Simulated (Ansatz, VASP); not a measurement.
One calculation of Si, two programs

Contents of POSCAR:

```
Si
1.0
    0.0000000000      0.0000000000      4.9875981450
    2.6290009028     -4.5535631367      0.0000000000
    2.6290009028      4.5535631368      0.0000000000
Si
8
Direct
    0.0000000000      0.4429441048     -0.0570558952
    0.5000000000      0.5000000000      0.0000000000
    0.0000000000      0.0000000000      0.0000000000
    0.5000000000      0.0000000000      0.0000000000
    0.0000000000      0.5000000000      0.5000000000
    0.5000000000      0.5000000000      0.5000000000
    0.0000000000      0.0000000000      0.5000000000
    0.5000000000      0.0000000000      0.5000000000
```

File INCAR.step1:

```
SYSTEM = Si
PREC = Accurate
ENCUT = 520
ISMEAR = 0
SIGMA = 0.15
LREAL = .FALSE.
LASPH = .TRUE.
NELM = 80
NBANDS = 26
GGA = PE
ALGO = Normal
EDIFF = 1E-4
LWAVE = .TRUE.
LCHARG = .FALSE.
KPAR = 4
```

INCAR.step2

```
SYSTEM = Si
PREC = Accurate
ENCUT = 520
EDIFF = 1E-6
ISMEAR = 0
SIGMA = 0.15
LREAL = .FALSE.
LASPH = .TRUE.
NELM = 80
ALGO = Normal
ISIF = 2
LWAVE = .FALSE.
LCHARG = .FALSE.
METAGGA = R2SCAN
LMIXTAU = .TRUE.
NBANDS = 26
ISTART = 1
KPAR = 4
```

Contents of KPOINTS:

```
Automatic mesh
0
G
  12 12 12
  0 0 0
```

Input for Ansatz:

```yaml
crystal:
  lattice:
    - [0.0, 0.0, 4.987598145]
    - [2.6290009028, -4.5535631367, 0.0]
    - [2.6290009028, 4.5535631368, 0.0]
  atoms:
    - { symbol: Si, position: [0.0, 0.4429441048, -0.0570558952] }
    - { symbol: Si, position: [0.5, 0.5, 0.0] }
    - { symbol: Si, position: [0.0, 0.0, 0.0] }
    - { symbol: Si, position: [0.5, 0.0, 0.0] }
    - { symbol: Si, position: [0.0, 0.5, 0.5] }
    - { symbol: Si, position: [0.5, 0.5, 0.5] }
    - { symbol: Si, position: [0.0, 0.0, 0.5] }
    - { symbol: Si, position: [0.5, 0.0, 0.5] }
basis:
  ecutwfc: 500
kpoints:
  mp_grid: { grid: [12, 12, 12] }
hamiltonian:
  xc: r2scan
scf:
  occupations: { method: gaussian, width: 0.15 }
output:
  forces: true
  stress: true
  eigenvalues: true
  write_density: true
  write_potential: true
  elf: true
  volumetric_format: npy
```

Alike in both runs: task single point; functional r2SCAN; k mesh 12 × 12 × 12; occupations gaussian, width 0.15 eV; no spin polarisation.

|  | VASP | Ansatz |
| --- | --- | --- |
| version | VASP 6.6.1 | Ansatz 0.2.0 |
| potentials or method | VASP PAW PBE potentials, release 64 (Si), cutoff 520 eV | scalar-relativistic, plane waves, PAW |
| valence electrons in the cell | 32 | 32 |

Ansatz gave:

```
gap on the k mesh at the Fermi level (eV)                     : none
pressure (GPa)                                                : 1.4
traceless stress, the component that is largest in VASP (GPa) : -3.41
rms of the force components (eV/Å)                            : 0.405
```

**Question.** What did VASP give for the same quantities?

**Answer.** gap on the k mesh at the Fermi level (eV): none; pressure (GPa): 1.3; traceless stress, the component that is largest in VASP (GPa): -3.46; rms of the force components (eV/Å): 0.402.

VASP's potentials were made for PBE, not for r2SCAN. Atom by atom the forces differ by 0.004 eV/Å (rms over components). A gap of «none» marks a metal or a gap that the smearing closes. With one functional, cell and mesh, what is left measures potentials, basis and numerics.
